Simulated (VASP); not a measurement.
**Mg2C: single point with HSE06**

Crystal: Mg2C.

```
CELL_PARAMETERS angstrom
0.00000 2.69603 2.71095
2.69603 0.00000 2.71095
2.69603 2.69603 0.00000
ATOMIC_POSITIONS crystal
C 0.00000 0.00000 0.00000
Mg 0.25000 0.25000 0.25000
Mg 0.75000 0.75000 0.75000
```

This cell differs from its parent crystal: epitaxial xy strain -0.6%.

```json
{
 "Program": "VASP 6.6.1",
 "Task": "single point",
 "Functional": "HSE06",
 "Potentials or basis": "VASP PAW PBE potentials, release 64 (C, Mg)",
 "Cutoff": "520 eV",
 "k mesh": "6 × 6 × 6",
 "Occupations": "gaussian, width 0.01 eV",
 "Spin": "no spin polarisation",
 "Dipole correction": "no",
 "Grid for exact exchange (PRECFOCK)": "Normal",
 "Further INCAR settings": "ALGO = Normal; EDIFF = 1e-06; NBANDS = 11",
 "Share of exact exchange": "0.25",
 "Screening parameter": "0.2079 1/Å"
}
```

```
Pressure               : 0.5 GPa
Band gap on the k mesh : 1.38 eV (least direct gap 2.37 eV)
```

Stress tensor (GPa, compression positive):
```
 1.07  0.00  0.00
 0.00  1.07  0.00
 0.00  0.00 -0.62
```

Levels at points of the mesh, in eV from the valence-band top:
| k point | band 2 | band 3 | band 4 | band 5 | band 6 | band 7 |
| --- | --- | --- | --- | --- | --- | --- |
| (0.00, 0.00, 0.00) | -0.02 | 0.00 | 0.00 | 2.37 | 7.70 | 7.70 |
| (0.50, 0.00, 0.00) | -5.27 | -0.50 | -0.46 | 4.47 | 6.59 | 6.66 |
| (0.50, 0.50, 0.00) | -4.51 | -1.69 | -1.69 | 1.40 | 5.17 | 10.62 |
| (0.50, 0.00, 0.50) | -4.46 | -1.74 | -1.72 | 1.38 | 5.09 | 10.69 |

Run time: 35 min on 1 thread of Intel(R) Xeon(R) Platinum 8259CL CPU @ 2.50GHz (Skylake/Cascade Lake), on a shared host, peak memory 0.29 GiB.

Caveat: the cell differs from its parent crystal (epitaxial xy strain -0.6%); the structure was generated, so it needn't be the stable form of Mg2C; the PAW data sets were made with another functional, which shifts forces and pressure a little. A k mesh can miss the band edges.
